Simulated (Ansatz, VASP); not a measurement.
**BN in VASP and in Ansatz**

Contents of INCAR:

```
ALGO = Normal ; EDIFF = 1E-6
EDIFFG = -0.001 ; ENCUT = 600
GGA = CA ; IBRION = 2
ISIF = 3 ; ISMEAR = 0
LASPH = True ; LCHARG = False
LREAL = False ; LWAVE = False
NELM = 100 ; NSW = 80
PREC = Accurate ; SIGMA = 0.01
```

The input KPOINTS:

```
k-points
0
Gamma
  12 12 12
```

The input POSCAR:

```
BN
1.0
    1.2442989932      0.7183963586      3.2270098020
   -1.2442989932      0.7183963586      3.2270098020
    0.0000000000     -1.4367927173      3.2270098020
B N
1 1
Direct
    0.9997366515      0.9997366515      0.9997366515
    0.3326963485      0.3326963485      0.3326963485
```

Input for Ansatz:

```yaml
crystal:
  lattice:
    - [1.2442989936, 0.7183963589, 3.2270098092]
    - [-1.2442989936, 0.7183963589, 3.2270098092]
    - [0.0, -1.4367927178, 3.2270098092]
  atoms:
    - { symbol: B, position: [0.9997366515, 0.9997366515, 0.9997366515] }
    - { symbol: "N", position: [0.3326963485, 0.3326963485, 0.3326963485] }
basis:
  ecutwfc: 420
kpoints:
  mp_grid: { grid: [12, 12, 12] }
hamiltonian:
  xc: lda
scf:
  occupations: { method: fixed }
output:
  forces: true
  stress: true
  eigenvalues: true
relax:
  adjacent_minimum: "off"
  f_tol: 0.001
  max_steps: 60
  cell: { stress_tol: 0.01 }
```

Alike in both runs: task relaxation of cell and atoms; functional LDA; k mesh 12 × 12 × 12; no spin polarisation.

|  | VASP | Ansatz |
| --- | --- | --- |
| version | VASP 6.6.1 | Ansatz 0.2.0 |
| potentials or method | VASP PAW LDA potentials, release 64 (B, N), cutoff 600 eV | scalar-relativistic, plane waves, PAW |
| occupations | gaussian, width 0.01 eV | fixed |
| valence electrons in the cell | 8 | 8 |

```csv
,VASP,Ansatz,Ansatz less VASP
"gap on the k mesh at the Fermi level, each at its own relaxed structure (eV)",3.99,4.04,+0.046
relaxed volume (Å³/atom),8.59,8.65,+0.057
relaxed cell length with the largest relative difference (Å),3.508,3.530,+0.0221
```

LDA's correlation is that of Perdew and Zunger in VASP and of Perdew and Wang (1992) in Ansatz.
